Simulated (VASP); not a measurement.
# CdSe (F-43m) in VASP: further runs

The runs below take CdSe through single point, with PBE-based screened hybrid, HSE06.

Program: VASP 6.6.1. These are calculated values, not measurements. Logs are shortened: lines on timing, memory, paths and dates and some standing lists are left out, and cuts for length are marked.

**1. The cell of the first run**

It takes space group F-43m (No. 216, cubic). Conventional cell: a = 6.136 Å, b = 6.136 Å, c = 6.136 Å, α = 90.00°, β = 90.00°, γ = 90.00°. Within 3.5 Å of Cd (site symmetry -43m) lie 4 Se at 2.66 Å. Se (site symmetry -43m) has 4 Cd at 2.66 Å within 3.5 Å.

**2. Single point, PBE-based screened hybrid**

Input file POSCAR:

```
CdSe
1.0
    0.0000000000      3.0678017004      3.0678017004
    3.0678017004      0.0000000000      3.0678017004
    3.0678017004      3.0678017004      0.0000000000
Cd Se
1 1
Direct
    0.0000000000      0.0000000000      0.0000000000
    0.7500000000      0.7500000000      0.7500000000
```

Input file INCAR.step1:

```
SYSTEM = CdSe
  PREC = Accurate
  ENCUT = 520
  EDIFF = 1E-5
  ISMEAR = 0
  SIGMA = 0.01
  LREAL = .FALSE.
  LASPH = .TRUE.
  NELM = 100
  ALGO = Normal
  ISIF = 2
  LWAVE = .TRUE.
  NBANDS = 16
  GGA = PE
```

Input file INCAR.step2:

```
SYSTEM = CdSe
  PREC = Accurate
  ENCUT = 520
  EDIFF = 1E-6
  ISMEAR = 0
  SIGMA = 0.01
  LREAL = .FALSE.
  LASPH = .TRUE.
  NELM = 100
  ALGO = Normal
  ISIF = 2
  LWAVE = .FALSE.
  LCHARG = .TRUE.
  GGA = PE
  LHFCALC = .TRUE.
  AEXX = 1.0
  HFSCREEN = 0.3
  PRECFOCK = Normal
  LELF = .TRUE.
  LVHAR = .TRUE.
  NBANDS = 16
  ISTART = 1
  ALDAC = 1.0
  AGGAC = 1.0
```

Input file KPOINTS:

```
Automatic mesh
0
G
  4 4 4
  0 0 0
```

Potentials or basis: VASP PAW PBE potentials, release 64 (Cd, Se).

On the command line:

```sh
$ cat potpaw_PBE.64/Cd/POTCAR potpaw_PBE.64/Se/POTCAR > POTCAR
$ cp INCAR.step1 INCAR
$ mpirun -np 1 vasp_std > vasp.out
$ cp INCAR.step2 INCAR
$ mpirun -np 1 vasp_std > vasp.out
```

OUTCAR:

```text
SYSTEM = CdSe
   PREC = Accurate
   ENCUT = 520
   EDIFF = 1E-6
   ISMEAR = 0
   LREAL = .FALSE.
   LASPH = .TRUE.
   NELM = 100
   ISIF = 2
   GGA = PE
   LHFCALC = .TRUE.
   AEXX = 1.0
   HFSCREEN = 0.3
   PRECFOCK = Normal
   ISTART = 1

 ion  position               nearest neighbor table
   1  0.000  0.000  0.000-   2 2.66   2 2.66   2 2.66   2 2.66
   2  0.750  0.750  0.750-   1 2.66   1 2.66   1 2.66   1 2.66

  LATTYP: Found a face centered cubic cell.
 ALAT       =     6.1356034008

  Lattice vectors:

 A1 = (   0.0000000000,   3.0678017004,   3.0678017004)
 A2 = (   3.0678017004,   0.0000000000,   3.0678017004)
 A3 = (   3.0678017004,   3.0678017004,   0.0000000000)

Analysis of symmetry for initial positions (statically):
=====================================================================
 Subroutine PRICEL returns:
 Original cell was already a primitive cell.

 Routine SETGRP: Setting up the symmetry group for a
 face centered cubic supercell.

 Subroutine GETGRP returns: Found 24 space group operations
 (whereof 24 operations were pure point group operations)
 out of a pool of 48 trial point group operations.

The static configuration has the point symmetry T_d .

Analysis of symmetry for dynamics (positions and initial velocities):
=====================================================================
 Subroutine PRICEL returns:
 Original cell was already a primitive cell.

 Routine SETGRP: Setting up the symmetry group for a
 face centered cubic supercell.

 Subroutine GETGRP returns: Found 24 space group operations
 (whereof 24 operations were pure point group operations)
 out of a pool of 48 trial point group operations.

The dynamic configuration has the point symmetry T_d .

 Subroutine INISYM returns: Found 24 space group operations
 (whereof 24 operations are pure point group operations),
 and found     1 'primitive' translations

----------------------------------------------------------------------------------------

                                     Primitive cell

  volume of cell :      57.7447

  direct lattice vectors                    reciprocal lattice vectors
     0.000000000  3.067801700  3.067801700    -0.162983155  0.162983155  0.162983155
     3.067801700  0.000000000  3.067801700     0.162983155 -0.162983155  0.162983155
     3.067801700  3.067801700  0.000000000     0.162983155  0.162983155 -0.162983155

  length of vectors
     4.338526771  4.338526771  4.338526771     0.282295105  0.282295105  0.282295105

  position of ions in fractional coordinates (direct lattice)
     0.000000000  0.000000000  0.000000000
     0.750000000  0.750000000  0.750000000

  ion indices of the primitive-cell ions
   primitive index   ion index
                 1           1
                 2           2

----------------------------------------------------------------------------------------

 KPOINTS: Automatic mesh

Automatic generation of k-mesh.
 Grid dimensions read from file:
 generate k-points for:    4    4    4

 Generating k-lattice:

  Cartesian coordinates                     Fractional coordinates (reciprocal lattice)
    -0.040745789  0.040745789  0.040745789     0.250000000  0.000000000  0.000000000
     0.040745789 -0.040745789  0.040745789     0.000000000  0.250000000  0.000000000
     0.040745789  0.040745789 -0.040745789     0.000000000  0.000000000  0.250000000

  Length of vectors
     0.070573776  0.070573776  0.070573776

  Shift w.r.t. Gamma in fractional coordinates (k-lattice)
     0.000000000  0.000000000  0.000000000

 Subroutine IBZKPT returns following result:
 ===========================================

 Found      8 irreducible k-points:

 Following reciprocal coordinates:
            Coordinates               Weight
  0.000000  0.000000  0.000000      1.000000
  0.250000  0.000000  0.000000      8.000000
  0.500000  0.000000  0.000000      4.000000
  0.250000  0.250000  0.000000      6.000000
  0.500000  0.250000  0.000000     24.000000
 -0.250000  0.250000  0.000000     12.000000
  0.500000  0.500000  0.000000      3.000000
 -0.250000  0.500000  0.250000      6.000000
   k-points           NKPTS =      8   k-points in BZ     NKDIM =     64   number of bands    NBANDS=     16
   number of dos      NEDOS =    301   number of ions     NIONS =      2
   total plane-waves  NPLWV =  32768
   dimension x,y,z NGX =    32 NGY =   32 NGZ =   32
   dimension x,y,z NGXF=    64 NGYF=   64 NGZF=   64
   ions per type =               1   1
   NGX,Y,Z   is equivalent  to a cutoff of  12.26, 12.26, 12.26 a.u.
   NGXF,Y,Z  is equivalent  to a cutoff of  24.52, 24.52, 24.52 a.u.
 SYSTEM =  CdSe
   PREC   = accura    normal or accurate (medium, high low for compatibility)
   ISTART =      1    job   : 0-new  1-cont  2-samecut
   ICHARG =      0    charge: 1-file 2-atom 10-const
   ISPIN  =      1    spin polarized calculation?
   LNONCOLLINEAR =      F non collinear calculations
   LSORBIT =      F    spin-orbit coupling
   LASPH  =      T    aspherical Exc in radial PAW
   ENCUT  =  520.0 eV  38.22 Ry    6.18 a.u.   8.07  8.07  8.07*2*pi/ulx,y,z
   NELM   =    100;   NELMIN=  2; NELMDL=  0     # of ELM steps
   EDIFF  = 0.1E-05   stopping-criterion for ELM
   LREAL  =      F    real-space projection
   EDIFFG = 0.1E-04   stopping-criterion for IOM
   NSW    =      0    number of steps for IOM
   IBRION =     -1    ionic relax: 0-MD 1-quasi-New 2-CG
   NFREE  =      0    steps in history (QN), initial steepest desc. (CG)
   ISIF   =      2    stress and relaxation
   ISYM   =      3    0-nonsym 1-usesym 2-fastsym
   POTIM  = 0.5000    time-step for ionic-motion
   TEBEG  =    0.0;   TEEND  =   0.0 temperature during run
   PSTRESS=    0.0 pullay stress
   NELECT =      18.0000    total number of electrons
   NUPDOWN=      -1.0000    fix difference up-down
   EMIN   =  10.00;   EMAX   =-10.00  energy-range for DOS
   EFERMI =   0.00;   METHOD = LEGACY
   ISMEAR =     0;   SIGMA  =   0.01  broadening in eV -4-tet -1-fermi 0-gaus
   EFERMI_NEDOS =   21; number of points for ismear=-14 and -15
   IALGO  =     38    algorithm
   IMIX   =      1    mixing-type and parameters
     AMIX     =   0.40;   BMIX     =  1.00
     AMIX_MAG =   1.60;   BMIX_MAG =  1.00
  volume/ion in A,a.u.               =      28.87       194.84
  Fermi-wavevector in a.u.,A,eV,Ry     =   1.110014  2.097622 16.764155  1.232131
  Thomas-Fermi vector in A             =   2.246560
   LORBIT       =      0    0 simple, 1 ext, 2 COOP (PROOUT), +10 PAW based schemes
   GGA     = PE    functional components
   LHFCALC =     T    Hartree Fock is set to
   PRECFOCK=normal    Normal, Fast or Accurate (Low or Medium for compatibility)
   ENCUT4O =  -1.0   cutoff for four orbital integrals eV
   NKREDX  =     1    reduce k-point grid by
   NKREDY  =     1    reduce k-point grid by
   NKREDZ  =     1    reduce k-point grid by
   AEXX    =    1.0000 exact exchange contribution
   HFSCREEN=    0.3000 screening length (either q_TF or 0.3 A-1)
   HFSCREENC=   0.3000 screening length for correlation (either q_TF or 0.3 A-1)
   ENCUTFOCK=  -1.0 apply spherical cutoff to Coloumb kernel
   IVDW    =     0    specifies the selected vdW correction
   LEPSILON=     F    determine dielectric tensor
   LRPA    =     F    only Hartree local field effects (RPA)
 non-spin polarized calculation
 Gauss-broadening in eV      SIGMA  =   0.01
  energy-cutoff  :      520.00
  volume of cell :       57.74
 maximum number of plane-waves:      1588
  NGX = 28; NGY = 28; NGZ = 28

 number of electron      18.0000008 magnetization

 Free energy of the ion-electron system (eV)
  ---------------------------------------------------
  ext. energy  EPLUGINS =         0.00000000
  ---------------------------------------------------
  free energy    TOTEN  =       -10.82626903 eV

  energy without entropy =      -10.82626903  energy(sigma->0) =      -10.82626903

 E-fermi :  -1.3035     XC(G=0):  -3.4837

 val. band max:       -1.4368706335   @ k =   0.0000   0.0000   0.0000
 cond. band min:       2.6028015341   @ k =   0.0000   0.0000   0.0000
 fundamental gap:      4.0396721676
 Fermi energy:        -1.3035396118

 k-point     1 :       0.0000    0.0000    0.0000
  band No.  band energies     occupation
      1     -17.7320      2.00000
      2     -13.7527      2.00000
      3     -13.7527      2.00000
      4     -13.7527      2.00000
      5     -13.3942      2.00000
      6     -13.3942      2.00000
[... 8 lines left out ...]
     15      13.3986      0.00000
     16      13.3986      0.00000

 k-point     2 :       0.2500    0.0000    0.0000
  band No.  band energies     occupation
      1     -17.5284      2.00000
      2     -13.7046      2.00000
      3     -13.7046      2.00000
      4     -13.4447      2.00000
      5     -13.3932      2.00000
      6     -13.3932      2.00000
[... 8 lines left out ...]
     15      12.1695      0.00000
     16      12.1918      0.00000

 k-point     3 :       0.5000    0.0000    0.0000
  band No.  band energies     occupation
      1     -17.3396      2.00000
      2     -13.6659      2.00000
      3     -13.6659      2.00000
      4     -13.3809      2.00000
      5     -13.3809      2.00000
      6     -12.9391      2.00000
[... 8 lines left out ...]
     15      14.8680      0.00000
     16      14.8680      0.00000

 k-point     4 :       0.2500    0.2500    0.0000
  band No.  band energies     occupation
      1     -17.4642      2.00000
      2     -13.6497      2.00000
      3     -13.6497      2.00000
      4     -13.4948      2.00000
      5     -13.3721      2.00000
      6     -13.3405      2.00000
[... 8 lines left out ...]
     15      14.0453      0.00000
     16      16.0168      0.00000

 k-point     5 :       0.5000    0.2500    0.0000
  band No.  band energies     occupation
      1     -17.2831      2.00000
      2     -13.6176      2.00000
      3     -13.5987      2.00000
      4     -13.4400      2.00000
      5     -13.3701      2.00000
      6     -12.8638      2.00000
[... 8 lines left out ...]
     15      15.1289      0.00000
     16      15.6026      0.00000

 k-point     6 :      -0.2500    0.2500    0.0000
  band No.  band energies     occupation
      1     -17.3414      2.00000
      2     -13.6461      2.00000
      3     -13.6393      2.00000
      4     -13.4011      2.00000
      5     -13.3988      2.00000
      6     -13.0101      2.00000
[... 8 lines left out ...]
     15      14.0521      0.00000
     16      15.7623      0.00000

 k-point     7 :       0.5000    0.5000    0.0000
  band No.  band energies     occupation
      1     -17.2260      2.00000
      2     -13.5370      2.00000
      3     -13.5370      2.00000
      4     -13.5069      2.00000
      5     -13.3498      2.00000
      6     -12.7799      2.00000
[... 8 lines left out ...]
     15      15.0559      0.00000
     16      16.0540      0.00000

 k-point     8 :      -0.2500    0.5000    0.2500
  band No.  band energies     occupation
      1     -17.2283      2.00000
      2     -13.5926      2.00000
      3     -13.5684      2.00000
      4     -13.4320      2.00000
      5     -13.3860      2.00000
      6     -12.6844      2.00000
[... 8 lines left out ...]
     15      15.0360      0.00000
     16      16.0126      0.00000

------------------------ aborting loop because EDIFF is reached ----------------------------------------

  FORCE on cell =-STRESS in cart. coord.  units (eV):
  Direction    XX          YY          ZZ          XY          YZ          ZX
  --------------------------------------------------------------------------------------
  -------------------------------------------------------------------------------------
  Total       -0.6737764     -0.6737764     -0.6737764      0.0000000      0.0000000      0.0000000
  in kB      -18.6945302    -18.6945302    -18.6945302      0.0000000      0.0000000      0.0000000
  external PRESSURE =     -18.6945302 kB  Pullay stress =       0.0000000 kB

 VOLUME and BASIS-vectors are now :
 -----------------------------------------------------------------------------
  energy-cutoff  :      520.00
  volume of cell :       57.74
      direct lattice vectors                 reciprocal lattice vectors
     0.000000000  3.067801700  3.067801700    -0.162983155  0.162983155  0.162983155
     3.067801700  0.000000000  3.067801700     0.162983155 -0.162983155  0.162983155
     3.067801700  3.067801700  0.000000000     0.162983155  0.162983155 -0.162983155

 POSITION                                       TOTAL-FORCE (eV/Angst)
 -----------------------------------------------------------------------------------
      0.00000      0.00000      0.00000        -0.000000      0.000000      0.000000
      4.60170      4.60170      4.60170         0.000000     -0.000000     -0.000000
 -----------------------------------------------------------------------------------
    total drift:                               -0.000032     -0.000042     -0.000015

  FREE ENERGIE OF THE ION-ELECTRON SYSTEM (eV)
  ---------------------------------------------------
  free  energy   TOTEN  =       -10.8262690305 eV

  energy  without entropy=      -10.8262690305  energy(sigma->0) =      -10.82626903
```

It took 21 min on 1 thread of Intel Xeon Platinum 8375C at 2.90GHz (Ice Lake), shared host; peak memory 0.29 GiB.

What came out:

```
Free energy            : -10.8263 eV
Pressure               : -1.9 GPa
Band gap on the k mesh : 4.04 eV, direct
```

Levels at points of the mesh, in eV from the valence-band top:
```tsv
k point	band 7	band 8	band 9	band 10	band 11	band 12
(0.00, 0.00, 0.00)	0.00	0.00	0.00	4.04	9.52	9.52
(0.50, 0.00, 0.00)	-4.85	-0.82	-0.82	5.88	9.88	9.88
(0.50, 0.50, 0.00)	-4.51	-2.04	-2.04	5.94	7.12	13.08
```

Caveat: the k points lie up to 0.44 Å⁻¹ apart; the PAW data sets were made with another functional, which shifts forces and pressure a little.

**3. Single point, HSE06**

POSCAR is that of step 2.

Input file INCAR.step1:

```
SYSTEM = CdSe
ALGO = Normal
EDIFF = 1E-5
ENCUT = 520
GGA = PE
ISIF = 2
ISMEAR = 0
LASPH = .TRUE.
LCHARG = .FALSE.
LREAL = .FALSE.
LWAVE = .TRUE.
NBANDS = 16
NELM = 80
PREC = Accurate
SIGMA = 0.01
```

Input file INCAR.step2:

```
SYSTEM = CdSe
ALGO = Normal
EDIFF = 1E-6
ENCUT = 520
GGA = PE
HFSCREEN = 0.2079
ISIF = 2
ISMEAR = 0
ISTART = 1
LASPH = .TRUE.
LCHARG = .FALSE.
LHFCALC = .TRUE.
LREAL = .FALSE.
LWAVE = .FALSE.
NBANDS = 16
NELM = 80
PREC = Accurate
PRECFOCK = Normal
SIGMA = 0.01
```

Input file KPOINTS:

```
k-points
0
G
  4 4 4
  0 0 0
```

Potentials or basis: VASP PAW PBE potentials, release 64 (Cd, Se).

On the command line:

```sh
$ cat potpaw_PBE.64/Cd/POTCAR potpaw_PBE.64/Se/POTCAR > POTCAR
$ cp INCAR.step1 INCAR
$ mpirun -np 1 vasp_std > vasp.out
$ cp INCAR.step2 INCAR
$ mpirun -np 1 vasp_std > vasp.out
```

Run time: 18 min. Hardware: 1 thread of Intel Xeon Platinum 8375C at 2.90GHz (Ice Lake), shared host; peak memory 0.29 GiB.

Results (log left out):

```
Free energy            : -6.8133 eV
Pressure               : 0.5 GPa
Band gap on the k mesh : 1.50 eV, direct
```

Levels at points of the mesh, in eV from the valence-band top:
| k point | band 7 | band 8 | band 9 | band 10 | band 11 | band 12 |
| --- | --- | --- | --- | --- | --- | --- |
| (0.00, 0.00, 0.00) | 0.00 | 0.00 | 0.00 | 1.50 | 6.97 | 6.97 |
| (0.50, 0.00, 0.00) | -4.51 | -0.76 | -0.76 | 3.35 | 7.46 | 7.46 |
| (0.50, 0.50, 0.00) | -4.21 | -1.88 | -1.88 | 4.00 | 4.72 | 10.20 |

Caveat: the k points lie up to 0.44 Å⁻¹ apart; the PAW data sets were made with another functional, which shifts forces and pressure a little.
